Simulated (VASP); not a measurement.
# H4C in VASP: further runs

The runs below take H4C through single point, relaxation of the atoms, with r2SCAN+D3(BJ).

All numbers are computed with VASP 6.6.1; they aren't measurements. Logs are shortened: lines on timing, memory, paths and dates and some standing lists are left out, and cuts for length are marked.

**1. The cell of the first run**

The cell holds a disordered packing, 30 atoms: a = 7.230 Å, b = 7.230 Å, c = 7.230 Å, α = 90.00°, β = 90.00°, γ = 90.00°.

**2. Single point, r2SCAN+D3(BJ)**

POSCAR

```
H4C
1.0
    7.2304270000      0.0000000000      0.0000000000
    0.0000000000      7.2304270000      0.0000000000
    0.0000000000      0.0000000000      7.2304270000
C H
6 24
Direct
    0.3158918778      0.2364967668     -0.0103042553
    0.4209035565      0.5630560813      0.3801459618
    0.5306881541      0.0582046447      0.5082421777
    0.8534259584      0.7057879632      0.6835345102
    0.9433393857      0.8528831367      0.1803212773
    0.0207148239      0.2649188172      0.5511060263
    0.1827762663      0.1938791554      0.0460915751
    0.3174213284      0.2151965071     -0.1599032728
    0.4261986841      0.1547105513      0.0536328376
    0.3380149238      0.3828336771      0.0191385350
    0.3846434815      0.4276649608      0.3266679524
    0.3605777480      0.6692974293      0.2919654051
    0.5709633548      0.5765826726      0.3823331832
    0.3669041667      0.5768802699      0.5201861238
    0.5932399271      0.1716460824      0.5860929227
    0.4645755058     -0.0381516243      0.6031219339
    0.6375083355     -0.0133474557      0.4299397056
    0.4271695886      0.1134645119      0.4137518466
    0.7229189189      0.7736067677      0.7143658949
    0.9644169207      0.8075207529      0.6858541509
    0.8459932552      0.6441021582      0.5471437855
    0.8805126221      0.5982850789      0.7845961545
    1.0219571251      0.8869431833      0.3042982929
    0.8312949028      0.7590259656      0.2167048506
    1.0337141745      0.7867566825      0.0797975097
    0.8853624739      0.9784547811      0.1212830482
   -0.0700192341      0.2634444489      0.6710497986
   -0.0438308658      0.3433523237      0.4396280871
    0.0467848314      0.1236999249      0.5050293085
    0.1510047083      0.3305609847      0.5884525725
```

INCAR.step1

```
PREC     = Accurate       # precision mode
ENCUT    = 520            # plane-wave cutoff, eV
ISMEAR   = -1             # smearing method
SIGMA    = 0.02           # smearing width, eV
LREAL    = Auto         
LASPH    = T              # aspherical terms in the spheres
NELM     = 80             # most SCF steps
NBANDS   = 45             # bands
GGA      = PE             # functional
ALGO     = Normal         # electronic algorithm
EDIFF    = 1E-4           # SCF threshold, eV
LWAVE    = T              # write WAVECAR
LCHARG   = F              # write CHGCAR
```

INCAR.step2

```
PREC     = Accurate       # precision mode
ENCUT    = 520            # plane-wave cutoff, eV
EDIFF    = 1E-6           # SCF threshold, eV
ISMEAR   = -1             # smearing method
SIGMA    = 0.02           # smearing width, eV
LREAL    = Auto         
LASPH    = T              # aspherical terms in the spheres
NELM     = 80             # most SCF steps
ALGO     = Normal         # electronic algorithm
ISIF     = 2              # what is computed and relaxed
LWAVE    = F              # write WAVECAR
LCHARG   = T              # write CHGCAR
METAGGA  = R2SCAN         # meta-GGA
LMIXTAU  = T            
IVDW     = 12             # dispersion correction
VDW_S6   = 1.0          
VDW_S8   = 0.78981345   
VDW_A1   = 0.49484001   
VDW_A2   = 5.73083694   
LELF     = T              # ELF
LVHAR    = T            
NBANDS   = 45             # bands
ISTART   = 1
```

KPOINTS

```
Automatic mesh
0
Gamma
  1 1 1
```

Potentials or basis: VASP PAW PBE potentials, release 64 (C, H).

Started as:

```sh
> cat potpaw_PBE.64/C/POTCAR potpaw_PBE.64/H/POTCAR > POTCAR
> cp INCAR.step1 INCAR
> mpirun -np 1 vasp_gam > vasp.out
> cp INCAR.step2 INCAR
> mpirun -np 1 vasp_gam > vasp.out
```

OUTCAR:

```text
PREC = Accurate
   ENCUT = 520
   EDIFF = 1E-6
   ISMEAR = -1
   LREAL = Auto
   LASPH = T
   NELM = 80
   ISIF = 2
   METAGGA = R2SCAN
   IVDW = 12
   ISTART = 1
 IVDW          = 12

 ion  position               nearest neighbor table
   1  0.316  0.236  0.990-   7 1.09  10 1.09   8 1.09   9 1.10
   2  0.421  0.563  0.380-  11 1.08  12 1.09  13 1.09  14 1.09
   3  0.531  0.058  0.508-  16 1.09  17 1.09  18 1.09  15 1.09
   4  0.853  0.706  0.684-  21 1.08  22 1.08  19 1.09  20 1.09
   5  0.943  0.853  0.180-  26 1.09  25 1.09  24 1.09  23 1.09
   6  0.021  0.265  0.551-  27 1.09  30 1.09  28 1.09  29 1.09
   7  0.183  0.194  0.046-   1 1.09
   8  0.317  0.215  0.840-   1 1.09
   9  0.426  0.155  0.054-   1 1.10
  10  0.338  0.383  0.019-   1 1.09
  11  0.385  0.428  0.327-   2 1.08
  12  0.361  0.669  0.292-   2 1.09
[... 16 lines left out ...]
  29  0.047  0.124  0.505-   6 1.09
  30  0.151  0.331  0.588-   6 1.09

  LATTYP: Found a simple cubic cell.
 ALAT       =     7.2304270000

  Lattice vectors:

 A1 = (   7.2304270000,   0.0000000000,   0.0000000000)
 A2 = (   0.0000000000,   7.2304270000,   0.0000000000)
 A3 = (   0.0000000000,   0.0000000000,   7.2304270000)

Analysis of symmetry for initial positions (statically):
=====================================================================
 Subroutine PRICEL returns:
 Original cell was already a primitive cell.

 Routine SETGRP: Setting up the symmetry group for a
 simple cubic supercell.

 Subroutine GETGRP returns: Found  1 space group operations
 (whereof  1 operations were pure point group operations)
 out of a pool of 48 trial point group operations.

The static configuration has the point symmetry C_1 .

Analysis of symmetry for dynamics (positions and initial velocities):
=====================================================================
 Subroutine PRICEL returns:
 Original cell was already a primitive cell.

 Routine SETGRP: Setting up the symmetry group for a
 simple cubic supercell.

 Subroutine GETGRP returns: Found  1 space group operations
 (whereof  1 operations were pure point group operations)
 out of a pool of 48 trial point group operations.

The dynamic configuration has the point symmetry C_1 .

 Subroutine INISYM returns: Found  1 space group operations
 (whereof  1 operations are pure point group operations),
 and found     1 'primitive' translations

----------------------------------------------------------------------------------------

                                     Primitive cell

  volume of cell :     378.0000

  direct lattice vectors                    reciprocal lattice vectors
     7.230427000  0.000000000  0.000000000     0.138304418  0.000000000  0.000000000
     0.000000000  7.230427000  0.000000000     0.000000000  0.138304418  0.000000000
     0.000000000  0.000000000  7.230427000     0.000000000  0.000000000  0.138304418

  length of vectors
     7.230427000  7.230427000  7.230427000     0.138304418  0.138304418  0.138304418

  position of ions in fractional coordinates (direct lattice)
     0.315891878  0.236496767  0.989695745
     0.420903557  0.563056081  0.380145962
     0.530688154  0.058204645  0.508242178
     0.853425958  0.705787963  0.683534510
     0.943339386  0.852883137  0.180321277
     0.020714824  0.264918817  0.551106026
[... 22 lines left out ...]
     0.046784831  0.123699925  0.505029308
     0.151004708  0.330560985  0.588452573

  ion indices of the primitive-cell ions
   primitive index   ion index
                 1           1
                 2           2
                 3           3
                 4           4
                 5           5
                 6           6
[... 22 lines left out ...]
                29          29
                30          30

----------------------------------------------------------------------------------------

 KPOINTS: Automatic mesh

Automatic generation of k-mesh.
 Grid dimensions read from file:
 generate k-points for:    1    1    1

 Generating k-lattice:

[... 42 lines left out ...]
   TEBEG  =    0.0;   TEEND  =   0.0 temperature during run
   PSTRESS=    0.0 pullay stress
   NELECT =      48.0000    total number of electrons
   NUPDOWN=      -1.0000    fix difference up-down
   EMIN   =  10.00;   EMAX   =-10.00  energy-range for DOS
   EFERMI =   0.00;   METHOD = LEGACY
   ISMEAR =    -1;   SIGMA  =   0.02  broadening in eV -4-tet -1-fermi 0-gaus
   EFERMI_NEDOS =   21; number of points for ismear=-14 and -15
   IALGO  =     38    algorithm
   IMIX   =      4    mixing-type and parameters
     AMIX     =   0.40;   BMIX     =  1.00
     AMIX_MAG =   1.60;   BMIX_MAG =  1.00
  volume/ion in A,a.u.               =      12.60        85.03
  Fermi-wavevector in a.u.,A,eV,Ry     =   0.822857  1.554975  9.212429  0.677094
  Thomas-Fermi vector in A             =   1.934266
   LORBIT       =      0    0 simple, 1 ext, 2 COOP (PROOUT), +10 PAW based schemes
   METAGGA = R2SCAN    functional components
   LHFCALC =     F    Hartree Fock is set to
   AEXX    =    0.0000 exact exchange contribution
   IVDW    =    12    specifies the selected vdW correction
   LEPSILON=     F    determine dielectric tensor
   LRPA    =     F    only Hartree local field effects (RPA)
 non-spin polarized calculation
  energy-cutoff  :      520.00
  volume of cell :      378.00
 maximum number of plane-waves:      5066
 NGX is ok and might be reduce to    54
   NGX = 27   NGY = 27   NGZ = 27

 number of electron      48.0000003 magnetization

 Free energy of the ion-electron system (eV)
  ---------------------------------------------------
  ext. energy  EPLUGINS =         0.00000000
  ---------------------------------------------------
  free energy    TOTEN  =      -149.99335793 eV

  energy without entropy =     -149.99335793  energy(sigma->0) =     -149.99335793

 E-fermi :  -6.6819     XC(G=0):  -5.4865

 val. band max:       -7.1900497634   @ k =   0.0000   0.0000   0.0000
 cond. band min:       0.9068342233   @ k =   0.0000   0.0000   0.0000
 fundamental gap:      8.0968839867
 Fermi energy:        -6.6818619805

 k-point     1 :       0.0000    0.0000    0.0000
  band No.  band energies     occupation
      1     -16.2958      2.00000
      2     -16.0411      2.00000
      3     -15.9599      2.00000
      4     -15.9131      2.00000
      5     -15.8641      2.00000
      6     -15.8372      2.00000
[... 28 lines left out ...]
     35       4.8018      0.00000
     36       4.8403      0.00000
 [bands above 36 left out]

------------------------ aborting loop because EDIFF is reached ----------------------------------------

 Edisp (eV)   -0.39257

 E8    (eV) :    -0.0591

  FORCE on cell =-STRESS in cart. coord.  units (eV):
  Direction    XX          YY          ZZ          XY          YZ          ZX
  --------------------------------------------------------------------------------------
  -------------------------------------------------------------------------------------
  Total      -0.59523    -0.14311    -0.25485     0.06481     0.15102     0.07952
  in kB      -2.52292    -0.60658    -1.08021     0.27470     0.64010     0.33707
  external pressure =       -1.40 kB  Pullay stress =        0.00 kB

 VOLUME and BASIS-vectors are now :
 -----------------------------------------------------------------------------
  energy-cutoff  :      520.00
  volume of cell :      378.00
      direct lattice vectors                 reciprocal lattice vectors
     7.230427000  0.000000000  0.000000000     0.138304418  0.000000000  0.000000000
     0.000000000  7.230427000  0.000000000     0.000000000  0.138304418  0.000000000
     0.000000000  0.000000000  7.230427000     0.000000000  0.000000000  0.138304418

 POSITION                                       TOTAL-FORCE (eV/Angst)
 -----------------------------------------------------------------------------------
      2.28403      1.70997      7.15592         0.129123     -0.018415     -0.091971
      3.04331      4.07114      2.74862         0.001774      0.009324      0.012253
      3.83710      0.42084      3.67481         0.021473      0.100673      0.044565
      6.17063      5.10315      4.94225        -0.005841      0.058976      0.008140
      6.82075      6.16671      1.30380         0.058326     -0.028635      0.049499
      0.14978      1.91548      3.98473         0.094855      0.006527     -0.095748
[... 22 lines left out ...]
      0.33827      0.89440      3.65158        -0.008700      0.071029      0.029154
      1.09183      2.39010      4.25476        -0.044430     -0.016197     -0.023127
 -----------------------------------------------------------------------------------
    total drift:                                0.003065      0.010045     -0.007388

  FREE ENERGIE OF THE ION-ELECTRON SYSTEM (eV)
  ---------------------------------------------------
  free  energy   TOTEN  =      -150.3859310102 eV

  energy  without entropy=     -150.3859310102  energy(sigma->0) =     -150.38593101
```

It took 5.2 min on 1 thread of Intel Xeon 8259CL, shared host; peak memory 0.41 GiB.

What came out:

| Quantity | Value |
| --- | --- |
| Free energy | -150.3859 eV |
| Pressure | -0.1 GPa |
| Largest force | 0.177 eV/Å |
| Dispersion energy per atom | -0.013 eV |

Forces on the atoms (eV/Å):
```
C    0.129 -0.018 -0.092
C    0.002  0.009  0.012
C    0.021  0.101  0.045
C   -0.006  0.059  0.008
C    0.058 -0.029  0.049
C    0.095  0.007 -0.096
H    0.002 -0.011 -0.015
H   -0.022 -0.035  0.172
H   -0.115  0.100 -0.070
H    0.005 -0.081 -0.032
H   -0.044 -0.050 -0.016
H    0.025  0.031  0.017
H   -0.034  0.041  0.006
H    0.032  0.056  0.003
H   -0.063 -0.093 -0.053
H    0.014 -0.015  0.023
H    0.012 -0.009  0.013
H   -0.006 -0.013 -0.016
H   -0.026  0.024  0.049
H    0.035  0.039  0.051
H   -0.013 -0.054 -0.103
H    0.022 -0.065  0.106
H   -0.018 -0.018 -0.046
H   -0.018 -0.026 -0.015
H    0.018  0.019 -0.018
H   -0.009  0.060 -0.036
H   -0.042 -0.022  0.026
H   -0.003 -0.062  0.020
H   -0.009  0.071  0.029
H   -0.044 -0.016 -0.023
```

Levels at points of the mesh, in eV from the Fermi level:
| k point | band 20 | band 21 | band 22 | band 23 | band 24 | band 25 | band 26 | band 27 | band 28 | band 29 |
| --- | --- | --- | --- | --- | --- | --- | --- | --- | --- | --- |
| (0.00, 0.00, 0.00) | -0.84 | -0.84 | -0.66 | -0.55 | -0.51 | 7.59 | 9.59 | 10.16 | 10.17 | 10.51 |

Caveat: the k points lie up to 0.87 Å⁻¹ apart; the PAW data sets were made with another functional, which shifts forces and pressure a little.

**3. Relaxation of the atoms, r2SCAN+D3(BJ)**

POSCAR

```
H4C
1.0
    7.2304270000      0.0000000000      0.0000000000
    0.0000000000      7.2304270000      0.0000000000
    0.0000000000      0.0000000000      7.2304270000
C H
6 24
Direct
    0.3126388000      0.2546668000      0.0076155000
    0.4181423000      0.5147200000      0.3653991000
    0.5325350000      0.0800028000      0.5009087000
    0.8555480000      0.7014262000      0.6380053000
    0.9352852000      0.8448386000      0.2088254000
    0.0308641000      0.2858972000      0.5720996000
    0.1783263000      0.2018878000      0.0510508000
    0.3122861000      0.2762608000     -0.1415344000
    0.4198178000      0.1550537000      0.0436990000
    0.3401252000      0.3854649000      0.0772466000
    0.4044469000      0.3834022000      0.2927342000
    0.3557793000      0.6244482000      0.2830420000
    0.5641383000      0.5450740000      0.3872144000
    0.3482047000      0.5059555000      0.4986059000
    0.6116874000      0.1724301000      0.5898142000
    0.4527227000     -0.0154031000      0.5859960000
    0.6267997000      0.0020146000      0.4129080000
    0.4389301000      0.1609693000      0.4149165000
    0.7228939000      0.7647126000      0.6713195000
    0.9636516000      0.8063584000      0.6418743000
    0.8491422000      0.6409615000      0.5001100000
    0.8865044000      0.5936722000      0.7387173000
    1.0259746000      0.8921459000      0.3195031000
    0.8294361000      0.7540455000      0.2659631000
    1.0161429000      0.7694837000      0.1063764000
    0.8695870000      0.9636792000      0.1434589000
   -0.0575072000      0.2836781000      0.6941558000
   -0.0240703000      0.3843465000      0.4720894000
    0.0347405000      0.1484638000      0.5103812000
    0.1702933000      0.3271002000      0.6117721000
```

INCAR.step1

```
SYSTEM = H4C
PREC     = Accurate       ! precision mode
ENCUT    = 520            ! plane-wave cutoff, eV
ISMEAR   = -1             ! smearing method
SIGMA    = 0.02           ! smearing width, eV
LREAL    = Auto         
LASPH    = .TRUE.         ! aspherical terms in the spheres
NELM     = 100            ! most SCF steps
GGA      = PE             ! functional
ALGO     = Normal         ! electronic algorithm
EDIFF    = 1E-4           ! SCF threshold, eV
LWAVE    = .TRUE.         ! write WAVECAR
LCHARG   = .FALSE.        ! write CHGCAR
```

INCAR.step2

```
SYSTEM = H4C
PREC     = Accurate       ! precision mode
ENCUT    = 520            ! plane-wave cutoff, eV
EDIFF    = 1E-6           ! SCF threshold, eV
ISMEAR   = -1             ! smearing method
SIGMA    = 0.02           ! smearing width, eV
LREAL    = Auto         
LASPH    = .TRUE.         ! aspherical terms in the spheres
NELM     = 100            ! most SCF steps
ALGO     = Normal         ! electronic algorithm
ISIF     = 2              ! what is computed and relaxed
LWAVE    = .FALSE.        ! write WAVECAR
LCHARG   = .FALSE.        ! write CHGCAR
METAGGA  = R2SCAN         ! meta-GGA
LMIXTAU  = .TRUE.       
IVDW     = 12             ! dispersion correction
VDW_S6   = 1.0          
VDW_S8   = 0.78981345   
VDW_A1   = 0.49484001   
VDW_A2   = 5.73083694   
IBRION   = 2              ! ionic algorithm
NSW      = 35             ! ionic steps
EDIFFG   = -0.3           ! ionic threshold
ISTART   = 1
```

KPOINTS

```
Automatic mesh
0
G
  1 1 1
  0 0 0
```

Potentials or basis: VASP PAW PBE potentials, release 64 (C, H).

Started as:

```sh
> cat potpaw_PBE.64/C/POTCAR potpaw_PBE.64/H/POTCAR > POTCAR
> cp INCAR.step1 INCAR
> mpirun -np 1 vasp_gam > vasp.out
> cp INCAR.step2 INCAR
> mpirun -np 1 vasp_gam > vasp.out
```

It took 39 min on 1 thread of Intel Xeon 8259CL, shared host; peak memory 0.46 GiB.

The run converged. Its results:

```
Free energy                  : -150.2086 eV
Energy gained by relaxing    : 11.6 meV/atom
Ionic steps                  : 13
Pressure after relaxing      : 0.0 GPa
Largest force after relaxing : 0.249 eV/Å
Dispersion energy per atom   : -0.013 eV
```

Forces on the atoms (eV/Å):
```
C   -0.053  0.062 -0.090
C   -0.044  0.011  0.102
C   -0.065 -0.035 -0.057
C   -0.054 -0.070 -0.107
C   -0.066  0.004 -0.031
C    0.099  0.020 -0.021
H    0.056  0.048 -0.101
H   -0.008 -0.141  0.204
H    0.042  0.060  0.001
H    0.012 -0.127 -0.030
H   -0.069 -0.005 -0.041
H    0.049  0.067  0.033
H   -0.049  0.103  0.009
H    0.102  0.104 -0.083
H   -0.057 -0.017  0.025
H    0.107 -0.008  0.021
H   -0.049 -0.018  0.057
H    0.050 -0.076  0.017
H    0.057 -0.034  0.085
H    0.009 -0.014  0.090
H   -0.002  0.078  0.107
H   -0.031  0.103  0.095
H   -0.014  0.024 -0.046
H    0.061  0.005 -0.091
H   -0.027  0.033 -0.020
H    0.094 -0.017  0.000
H   -0.046 -0.048 -0.072
H   -0.043 -0.086 -0.005
H   -0.011  0.000  0.029
H   -0.052 -0.025 -0.080
```

Stress tensor (GPa, compression positive):
```
-0.24  0.00  0.22
 0.00  0.21  0.06
 0.22  0.06  0.06
```

Step by step:
```csv
step,energy change (eV),largest force (eV/Å),pressure (GPa)
1,0.0000,0.6542,0.35
2,-0.0233,0.8869,0.98
3,-0.0262,0.6178,0.83
4,-0.0503,0.3527,1.01
5,-0.0644,0.4562,1.29
6,-0.0884,0.3953,1.07
7,-0.1310,0.3809,0.42
8,-0.1360,0.4588,0.10
9,-0.1670,0.4180,0.05
10,-0.2169,1.0605,-0.11
11,-0.2359,0.9564,-0.10
12,-0.2849,0.6562,-0.06
13,-0.3493,0.2486,0.01
```

Final structure:
```xyz
30
Lattice="7.2304 0.0000 0.0000 0.0000 7.2304 0.0000 0.0000 0.0000 7.2304" Properties=species:S:1:pos:R:3 pbc="T T T"
C     2.2306    1.7751    7.1477
C     3.0711    3.8827    2.7497
C     3.8551    0.5092    3.6569
C     6.1581    5.0954    4.7406
C     6.7837    6.1454    1.4106
C     0.2086    1.9837    4.1085
H     1.2723    1.4132    0.2979
H     2.2295    1.7745    6.0562
H     3.0232    1.1226    0.2844
H     2.3935    2.7966    0.2641
H     2.9518    2.8981    2.3157
H     2.6062    4.6210    2.0976
H     4.1358    4.0809    2.8619
H     2.5853    3.8958    3.7279
H     4.4000    1.2309    4.2651
H     3.3093    7.0437    4.2944
H     4.5635    7.1987    3.0295
H     3.1384    1.0355    3.0277
H     5.2039    5.5828    4.9354
H     6.9508    5.8432    4.7213
H     6.1116    4.6069    3.7686
H     6.3668    4.3348    5.4896
H     0.1760    6.4392    2.2544
H     5.9799    5.5034    1.7730
H     0.1600    5.6070    0.6837
H     6.3422    7.0279    0.9456
H     6.7882    1.9815    4.9822
H     7.0600    2.6767    3.3598
H     0.2771    0.9840    3.6839
H     1.1973    2.3144    4.4183
```

Levels at points of the mesh, in eV from the Fermi level:
| k point | band 22 | band 23 | band 24 | band 25 | band 26 | band 27 |
| --- | --- | --- | --- | --- | --- | --- |
| (0.00, 0.00, 0.00) | -0.67 | -0.56 | -0.49 | 7.49 | 9.51 | 10.08 |

Caveat: the k points lie up to 0.87 Å⁻¹ apart; the PAW data sets were made with another functional, which shifts forces and pressure a little; the relaxation stopped at a loose force limit of 0.3 eV/Å, so its end isn't a converged minimum.
